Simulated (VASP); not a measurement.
# Ta3N (P-3m1) in VASP: a series of runs

Ta3N is run at these levels: PBEsol+U, PBEsol; tasks: single point, relaxation of the atoms.

Program: VASP 6.6.1. These are calculated values, not measurements. Logs are shortened: lines on timing, memory, paths and dates and some standing lists are left out, and cuts for length are marked.

## Step 1: The cell of the first run

Symmetry: P-3m1, No. 164, trigonal system. The conventional cell has a = 2.996 Å, b = 2.996 Å, c = 7.662 Å, α = 90.00°, β = 90.00°, γ = 120.00°. Ta (site symmetry 3m) has 3 N at 2.18 Å within 2.9 Å. Ta (site symmetry -3m) has 12 Ta at 3.00 to 3.04 Å and 2 N at 3.83 Å within 3.9 Å. N (site symmetry -3m) has 6 Ta at 2.18 Å within 2.9 Å.

## Step 2: Single point, PBEsol+U

Input file INCAR:

```
SYSTEM = Ta3N
PREC = Accurate
ENCUT = 520
EDIFF = 1E-6
ISMEAR = -1
SIGMA = 0.05
LREAL = .False.
LASPH = .True.
NELM = 150
ALGO = Normal
ISIF = 2
LWAVE = .False.
LCHARG = .True.
LMAXMIX = 4
LDAU = .True.
LDAUTYPE = 2
LDAUL = 2 -1
LDAUU = 6 0
LDAUJ = 0 0
LDAUPRINT = 1
GGA = PS
LELF = .True.
LVHAR = .True.
NBANDS = 27
```

Input file KPOINTS:

```
Automatic mesh
0
Gamma
  10 10 4
  0 0 0
```

Input file POSCAR:

```
Ta3N
1.0
    2.9959233389      0.0000000000      0.0000000000
   -1.4979616695      2.5945457193      0.0000000000
    0.0000000000      0.0000000000      7.6615764974
Ta N
3 1
Direct
    0.6666666667      0.3333333333      0.8261746816
    0.3333333333      0.6666666667      0.1738253184
    0.0000000000      0.0000000000      0.5000000000
    0.0000000000      0.0000000000      0.0000000000
```

Potentials or basis: VASP PAW PBE potentials, release 64 (Ta_pv, N).

Launch:

```
> cat potpaw_PBE.64/Ta_pv/POTCAR potpaw_PBE.64/N/POTCAR > POTCAR
> mpirun -np 1 vasp_std > vasp.out
```

OUTCAR:

```text
SYSTEM = Ta3N
   PREC = Accurate
   ENCUT = 520
   EDIFF = 1E-6
   ISMEAR = -1
   LREAL = .False.
   LASPH = .True.
   NELM = 150
   ISIF = 2
   GGA = PS

 ion  position               nearest neighbor table
   1  0.667  0.333  0.826-   4 2.18   4 2.18   4 2.18   3 3.04   3 3.04   3 3.04   2 3.18   2 3.18
                             2 3.18
   2  0.333  0.667  0.174-   4 2.18   4 2.18   4 2.18   3 3.04   3 3.04   3 3.04   1 3.18   1 3.18
                             1 3.18
   3  0.000  0.000  0.500-   1 3.04   2 3.04   1 3.04   2 3.04   1 3.04   2 3.04
   4  0.000  0.000  0.000-   1 2.18   2 2.18   1 2.18   2 2.18   1 2.18   2 2.18

  LATTYP: Found a hexagonal cell.
 ALAT       =     2.9959233389
 C/A-ratio  =     2.5573339604

  Lattice vectors:

 A1 = (   2.9959233389,   0.0000000000,   0.0000000000)
 A2 = (  -1.4979616695,   2.5945457193,   0.0000000000)
 A3 = (   0.0000000000,   0.0000000000,   7.6615764974)

Analysis of symmetry for initial positions (statically):
=====================================================================
 Subroutine PRICEL returns:
 Original cell was already a primitive cell.

 Routine SETGRP: Setting up the symmetry group for a
 hexagonal supercell.

 Subroutine GETGRP returns: Found 12 space group operations
 (whereof 12 operations were pure point group operations)
 out of a pool of 24 trial point group operations.

The static configuration has the point symmetry D_3d.

Analysis of symmetry for dynamics (positions and initial velocities):
=====================================================================
 Subroutine PRICEL returns:
 Original cell was already a primitive cell.

 Routine SETGRP: Setting up the symmetry group for a
 hexagonal supercell.

 Subroutine GETGRP returns: Found 12 space group operations
 (whereof 12 operations were pure point group operations)
 out of a pool of 24 trial point group operations.

The dynamic configuration has the point symmetry D_3d.

 Subroutine INISYM returns: Found 12 space group operations
 (whereof 12 operations are pure point group operations),
 and found     1 'primitive' translations

----------------------------------------------------------------------------------------

                                     Primitive cell

  volume of cell :      59.5539

  direct lattice vectors                    reciprocal lattice vectors
     2.995923339  0.000000000  0.000000000     0.333786912  0.192711964  0.000000000
    -1.497961669  2.594545719  0.000000000     0.000000000  0.385423927  0.000000000
     0.000000000  0.000000000  7.661576497     0.000000000  0.000000000  0.130521440

  length of vectors
     2.995923339  2.995923339  7.661576497     0.385423927  0.385423927  0.130521440

  position of ions in fractional coordinates (direct lattice)
     0.666666667  0.333333333  0.826174682
     0.333333333  0.666666667  0.173825318
     0.000000000  0.000000000  0.500000000
     0.000000000  0.000000000  0.000000000

  ion indices of the primitive-cell ions
   primitive index   ion index
                 1           1
                 2           2
                 3           3
                 4           4

----------------------------------------------------------------------------------------

 KPOINTS: Automatic mesh

Automatic generation of k-mesh.
 Grid dimensions read from file:
 generate k-points for:   10   10    4

 Generating k-lattice:

  Cartesian coordinates                     Fractional coordinates (reciprocal lattice)
     0.033378691  0.019271196  0.000000000     0.100000000  0.000000000  0.000000000
     0.000000000  0.038542393  0.000000000     0.000000000  0.100000000  0.000000000
     0.000000000  0.000000000  0.032630360     0.000000000  0.000000000  0.250000000

  Length of vectors
     0.038542393  0.038542393  0.032630360

  Shift w.r.t. Gamma in fractional coordinates (k-lattice)
     0.000000000  0.000000000  0.000000000

 Subroutine IBZKPT returns following result:
 ===========================================

 Found     50 irreducible k-points:

 Following reciprocal coordinates:
            Coordinates               Weight
  0.000000  0.000000  0.000000      1.000000
  0.100000  0.000000  0.000000      6.000000
  0.200000  0.000000  0.000000      6.000000
  0.300000  0.000000  0.000000      6.000000
  0.400000  0.000000  0.000000      6.000000
  0.500000  0.000000  0.000000      3.000000
[... 16 lines left out ...]
  0.000000  0.400000  0.250000      6.000000
  0.500000  0.000000  0.250000      6.000000
 [... further k-points ...]
   k-points           NKPTS =     50   k-points in BZ     NKDIM =     50   number of bands    NBANDS=     27
   number of dos      NEDOS =    301   number of ions     NIONS =      4
   total plane-waves  NPLWV =  34560
   dimension x,y,z NGX =    24 NGY =   24 NGZ =   60
   dimension x,y,z NGXF=    48 NGYF=   48 NGZF=  120
   ions per type =               3   1
   NGX,Y,Z   is equivalent  to a cutoff of  13.32, 13.32, 13.02 a.u.
   NGXF,Y,Z  is equivalent  to a cutoff of  26.64, 26.64, 26.04 a.u.
 SYSTEM =  Ta3N
   PREC   = accura    normal or accurate (medium, high low for compatibility)
   ISTART =      0    job   : 0-new  1-cont  2-samecut
   ICHARG =      2    charge: 1-file 2-atom 10-const
   ISPIN  =      1    spin polarized calculation?
   LNONCOLLINEAR =      F non collinear calculations
   LSORBIT =      F    spin-orbit coupling
   LASPH  =      T    aspherical Exc in radial PAW
   ENCUT  =  520.0 eV  38.22 Ry    6.18 a.u.   5.57  5.57 14.25*2*pi/ulx,y,z
   NELM   =    150;   NELMIN=  2; NELMDL= -5     # of ELM steps
   EDIFF  = 0.1E-05   stopping-criterion for ELM
   LREAL  =      F    real-space projection
   EDIFFG = 0.1E-04   stopping-criterion for IOM
   NSW    =      0    number of steps for IOM
   IBRION =     -1    ionic relax: 0-MD 1-quasi-New 2-CG
   NFREE  =      0    steps in history (QN), initial steepest desc. (CG)
   ISIF   =      2    stress and relaxation
   ISYM   =      2    0-nonsym 1-usesym 2-fastsym
   POTIM  = 0.5000    time-step for ionic-motion
   TEBEG  =    0.0;   TEEND  =   0.0 temperature during run
   PSTRESS=    0.0 pullay stress
   NELECT =      38.0000    total number of electrons
   NUPDOWN=      -1.0000    fix difference up-down
   EMIN   =  10.00;   EMAX   =-10.00  energy-range for DOS
   EFERMI =   0.00;   METHOD = LEGACY
   ISMEAR =    -1;   SIGMA  =   0.05  broadening in eV -4-tet -1-fermi 0-gaus
   EFERMI_NEDOS =   21; number of points for ismear=-14 and -15
   IALGO  =     38    algorithm
   IMIX   =      4    mixing-type and parameters
     AMIX     =   0.40;   BMIX     =  1.00
     AMIX_MAG =   1.60;   BMIX_MAG =  1.00
  volume/ion in A,a.u.               =      14.89       100.47
  Fermi-wavevector in a.u.,A,eV,Ry     =   1.409395  2.663370 27.026524  1.986393
  Thomas-Fermi vector in A             =   2.531455
   LORBIT       =      0    0 simple, 1 ext, 2 COOP (PROOUT), +10 PAW based schemes
 LDA+U is selected, type is set to LDAUTYPE =  2
   angular momentum for each species LDAUL =     2   -1
   U (eV)           for each species LDAUU =   6.0  0.0
   J (eV)           for each species LDAUJ =   0.0  0.0
   GGA     = PS    functional components
   LHFCALC =     F    Hartree Fock is set to
   AEXX    =    0.0000 exact exchange contribution
   IVDW    =     0    specifies the selected vdW correction
   LEPSILON=     F    determine dielectric tensor
   LRPA    =     F    only Hartree local field effects (RPA)
 non-spin polarized calculation
  energy-cutoff  :      520.00
  volume of cell :       59.55
 maximum number of plane-waves:      1630
 NGX is ok and might be reduce to    24
   NGX = 11   NGY = 11   NGZ = 29

atom =   1  type =  1  l = 2

 onsite density matrix

spin component  1

  0.2214  0.0000  0.0000  0.0089  0.0000
  0.0000  0.1985  0.0000 -0.0000  0.0089
  0.0000  0.0000  0.2500  0.0000  0.0000
  0.0089 -0.0000  0.0000  0.1985 -0.0000
  0.0000  0.0089  0.0000 -0.0000  0.2214

spin component  2

  0.2214  0.0000  0.0000  0.0089  0.0000
  0.0000  0.1985  0.0000 -0.0000  0.0089
  0.0000  0.0000  0.2500  0.0000  0.0000
  0.0089 -0.0000  0.0000  0.1985 -0.0000
  0.0000  0.0089  0.0000 -0.0000  0.2214
[... 67 lines left out ...]
 occupancies and eigenvectors

  o =  0.1299  v = -0.4279  0.4703  0.0000  0.7194 -0.2797  0.0000  0.0000  0.0000  0.0000  0.0000      0.0000  0.0000  0.0000  0.0000  0.0000  0.0000  0.0000  0.0000  0.0000  0.0000
  o =  0.1299  v =  0.0000  0.0000  0.0000  0.0000  0.0000 -0.4279  0.4703  0.0000  0.7194 -0.2797      0.0000  0.0000  0.0000  0.0000  0.0000  0.0000  0.0000  0.0000  0.0000  0.0000
  o =  0.1299  v = -0.2797 -0.7194  0.0000  0.4703  0.4279  0.0000  0.0000  0.0000  0.0000  0.0000      0.0000  0.0000  0.0000  0.0000  0.0000  0.0000  0.0000  0.0000  0.0000  0.0000
  o =  0.1299  v =  0.0000  0.0000  0.0000  0.0000  0.0000 -0.2797 -0.7194  0.0000  0.4703  0.4279      0.0000  0.0000  0.0000  0.0000  0.0000  0.0000  0.0000  0.0000  0.0000  0.0000
  o =  0.2272  v =  0.0000  0.0000  0.0000  0.0000  0.0000  0.7194  0.2797 -0.0000  0.4279  0.4702      0.0000  0.0000  0.0000  0.0000  0.0000  0.0000  0.0000  0.0000  0.0000  0.0000
  o =  0.2272  v =  0.7194  0.2797 -0.0000  0.4279  0.4702  0.0000  0.0000  0.0000  0.0000  0.0000      0.0000  0.0000  0.0000  0.0000  0.0000  0.0000  0.0000  0.0000  0.0000  0.0000
  o =  0.2272  v =  0.0000  0.0000  0.0000  0.0000  0.0000  0.4702 -0.4279 -0.0000  0.2797 -0.7194      0.0000  0.0000  0.0000  0.0000  0.0000  0.0000  0.0000  0.0000  0.0000  0.0000
  o =  0.2272  v =  0.4702 -0.4279 -0.0000  0.2797 -0.7194  0.0000  0.0000  0.0000  0.0000  0.0000      0.0000  0.0000  0.0000  0.0000  0.0000  0.0000  0.0000  0.0000  0.0000  0.0000
  o =  0.2884  v =  0.0000  0.0000  1.0000  0.0000  0.0000  0.0000  0.0000  0.0000  0.0000  0.0000      0.0000  0.0000  0.0000  0.0000  0.0000  0.0000  0.0000  0.0000  0.0000  0.0000
  o =  0.2884  v =  0.0000  0.0000  0.0000  0.0000  0.0000  0.0000  0.0000  1.0000  0.0000  0.0000      0.0000  0.0000  0.0000  0.0000  0.0000  0.0000  0.0000  0.0000  0.0000  0.0000

 number of electron      37.9999999 magnetization

 Free energy of the ion-electron system (eV)
  ---------------------------------------------------
  ext. energy  EPLUGINS =         0.00000000
  ---------------------------------------------------
  free energy    TOTEN  =       -32.82742648 eV

  energy without entropy =      -32.80238703  energy(sigma->0) =      -32.81490676

 E-fermi :   7.3786     XC(G=0): -12.8798

 val. band max:        7.3775639162   @ k =   0.0000   0.0000   0.5000
 cond. band min:       7.3997340665   @ k =   0.0000   0.4000   0.2500
 fundamental gap:      0.0221701503
 Fermi energy:         7.3785609416

 k-point     1 :       0.0000    0.0000    0.0000
  band No.  band energies     occupation
      1     -29.0566      2.00000
      2     -28.7868      2.00000
      3     -28.4335      2.00000
      4     -28.4335      2.00000
      5     -28.4091      2.00000
      6     -28.4091      2.00000
[... 19 lines left out ...]
     26      10.1535      0.00000
     27      10.2562      0.00000
[... 667 lines left out ...]
      5     -28.6433      2.00000
      6     -28.5674      2.00000
[... 19 lines left out ...]
     26      12.8297      0.00000
     27      13.0503      0.00000

 [... further k-points ...]
[... 5 lines left out ...]
  --------------------------------------------------------------------------------------
  -------------------------------------------------------------------------------------
  Total        5.2056202      5.2056202      4.0380993     -0.0000000      0.0000000     -0.0000000
  in kB      140.0467044    140.0467044    108.6369112     -0.0000000      0.0000000     -0.0000000
  external PRESSURE =     129.5767733 kB  Pullay stress =       0.0000000 kB

 VOLUME and BASIS-vectors are now :
 -----------------------------------------------------------------------------
  energy-cutoff  :      520.00
  volume of cell :       59.55
      direct lattice vectors                 reciprocal lattice vectors
     2.995923339  0.000000000  0.000000000     0.333786912  0.192711964  0.000000000
    -1.497961669  2.594545719  0.000000000     0.000000000  0.385423927  0.000000000
     0.000000000  0.000000000  7.661576497     0.000000000  0.000000000  0.130521440

 POSITION                                       TOTAL-FORCE (eV/Angst)
 -----------------------------------------------------------------------------------
      1.49796      0.86485      6.32980        -0.000000      0.000000     -0.630466
     -0.00000      1.72970      1.33178         0.000000     -0.000000      0.630466
      0.00000      0.00000      3.83079         0.000000      0.000000      0.000000
      0.00000      0.00000      0.00000         0.000000      0.000000      0.000000
 -----------------------------------------------------------------------------------
    total drift:                               -0.000000      0.000000      0.000000

  FREE ENERGIE OF THE ION-ELECTRON SYSTEM (eV)
  ---------------------------------------------------
  free  energy   TOTEN  =       -32.8274264833 eV

  energy  without entropy=      -32.8023870323  energy(sigma->0) =      -32.81490676
```

Run time: 61 s. Hardware: 1 thread of Intel Xeon 6975P-C, shared host; peak memory 0.22 GiB.

Results:

| Property | Result |
| --- | --- |
| Free energy | -32.8274 eV |
| Pressure | 13.0 GPa |
| Largest force | 0.630 eV/Å |
| Band gap on the k mesh | zero (band 19 reaches 7.67 eV, above the bottom of band 20 at 7.10 eV) |

Forces on the atoms (eV/Å):
```
Ta   0.000  0.000 -0.630
Ta   0.000  0.000  0.630
Ta   0.000  0.000  0.000
N    0.000  0.000  0.000
```

Stress tensor (GPa, compression positive):
```
14.00  0.00  0.00
 0.00 14.00  0.00
 0.00  0.00 10.86
```

Levels at points of the mesh, in eV from the Fermi level:
```csv
k point,band 16,band 17,band 18,band 19,band 20,band 21,band 22,band 23
"(0.00, 0.00, 0.00)",-2.19,-0.59,-0.15,-0.15,0.65,0.65,0.70,2.05
"(0.50, 0.00, 0.00)",-3.19,-1.57,-0.67,-0.17,0.46,1.26,3.93,4.10
"(0.00, 0.00, 0.50)",-1.70,-1.41,0.00,0.00,0.84,0.84,0.98,1.67
"(0.50, 0.00, 0.50)",-2.96,-1.73,-1.41,-0.25,0.67,1.78,2.82,4.64
```

Eigenvalues of the final occupation matrices:
| site | spin | trace | eigenvalues |
| --- | --- | --- | --- |
| site 1 d | 1 | 1.09 | 0.20 0.20 0.22 0.22 0.25 |
| site 1 d | 2 | 1.09 | 0.20 0.20 0.22 0.22 0.25 |
| site 2 d | 1 | 1.09 | 0.20 0.20 0.22 0.22 0.25 |
| site 2 d | 2 | 1.09 | 0.20 0.20 0.22 0.22 0.25 |
| site 3 d | 1 | 1.00 | 0.13 0.13 0.23 0.23 0.29 |
| site 3 d | 2 | 1.00 | 0.13 0.13 0.23 0.23 0.29 |

Caveat: the PAW data sets were made with another functional, which shifts forces and pressure a little; spin-orbit coupling is left out, which moves the levels of the heavy elements; U without spin polarisation on a metal has little footing.

(Part 1 of 2 ends here.)
